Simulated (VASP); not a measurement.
Here is a VASP 6.6.1 calculation.

The input INCAR:

```
ALGO = Normal ; EDIFF = 1E-7
ENCUT = 520 ; GGA = CA
ISIF = 2 ; ISMEAR = 0
LASPH = True ; LCHARG = False
LREAL = False ; LWAVE = False
NBANDS = 18 ; NELM = 60
PREC = Accurate ; SIGMA = 0.05
```

Contents of KPOINTS:

```
k-points
0
Gamma
  8 8 3
```

The input POSCAR:

```
Al3Cu
1.0
    2.7823705291      0.0000000000      0.0000000000
    0.0000000000      2.7823705291      0.0000000000
    0.0000000000      0.0000000000      7.3882361175
Al Cu
3 1
Direct
    0.0000000000      0.0000000000      0.5000000000
    0.5000000000      0.5000000000      0.2205503600
    0.5000000000      0.5000000000      0.7794496400
    0.0000000000      0.0000000000      0.0000000000
```

Potentials or basis: VASP PAW LDA potentials, release 64 (Al, Cu).

Command:

```bash
$ cat potpaw_LDA.64/Al/POTCAR potpaw_LDA.64/Cu/POTCAR > POTCAR
$ mpirun -np 1 vasp_std > vasp.out
```

Task: What does it give for the band gap on the k mesh?

Result: Zero (band 10 reaches 11.98 eV, above the bottom of band 11 at 6.54 eV).

Task: What does it give for the largest force?

Result: 0.024 eV/Å.

Task: Estimate the pressure.

Result: 0.3 GPa.

Forces in eV/Å, atoms in the order of the input:
```
Al   0.000  0.000  0.000
Al   0.000  0.000  0.024
Al   0.000  0.000 -0.024
Cu   0.000  0.000  0.000
```
